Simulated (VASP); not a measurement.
Wanted: the native input for a VASP 6.6.1 run.

* Task: single point
* Functional: PBEsol
* Dispersion: D3(BJ)
* Potentials or basis: VASP PAW PBE potentials, release 64 (Ba_sv, N)
* Cutoff: 520 eV
* k mesh: 5 × 5 × 1
* Occupations: methfessel-paxton, width 0.05 eV
* Spin: no spin polarisation
* Dipole correction: yes
* Further INCAR settings: ALGO = Normal; EDIFF = 1e-06; NBANDS = 20

The structure of Ba2N lies in POSCAR:

```
Ba2N
1.0
    4.0290004011      0.0000000000      0.0000000000
    2.0145002005      3.4892166992      0.0000000000
    0.0000000000      0.0000000000     21.9755896322
Ba N
2 1
Direct
    1.0000000000      1.0000000000      0.6359597110
    0.6666666667      0.6666666667      0.4322710052
    0.0000000000      0.0000000000      0.3640402890
```

These files were run (other wordings do the same):

INCAR

```
PREC = Accurate ; ENCUT = 520
EDIFF = 1E-6 ; ISMEAR = 1
SIGMA = 0.05 ; LREAL = False
LASPH = True ; NELM = 80
ALGO = Normal ; ISIF = 2
LWAVE = False ; LCHARG = False
LDIPOL = True ; IDIPOL = 3
DIPOL = 0.5 0.5 0.477 ; GGA = PS
IVDW = 12 ; NBANDS = 20
```

KPOINTS

```
Automatic mesh
0
Gamma
  5 5 1
```

Potentials or basis: VASP PAW PBE potentials, release 64 (Ba_sv, N).

Run with:

```sh
$ cat potpaw_PBE.64/Ba_sv/POTCAR potpaw_PBE.64/N/POTCAR > POTCAR
$ mpirun -np 1 vasp_std > vasp.out
```

It gave:

The largest force is 2.621 eV/Å and the dispersion energy per atom is -0.131 eV.

Caveat: the k points lie up to 0.36 Å⁻¹ apart; the PAW data sets were made with another functional, which shifts forces and pressure a little.

It took 3.9 min on 1 thread of Intel(R) Xeon(R) Platinum 8259CL CPU @ 2.50GHz (Skylake/Cascade Lake), with other jobs on the host, peak memory 0.41 GiB.
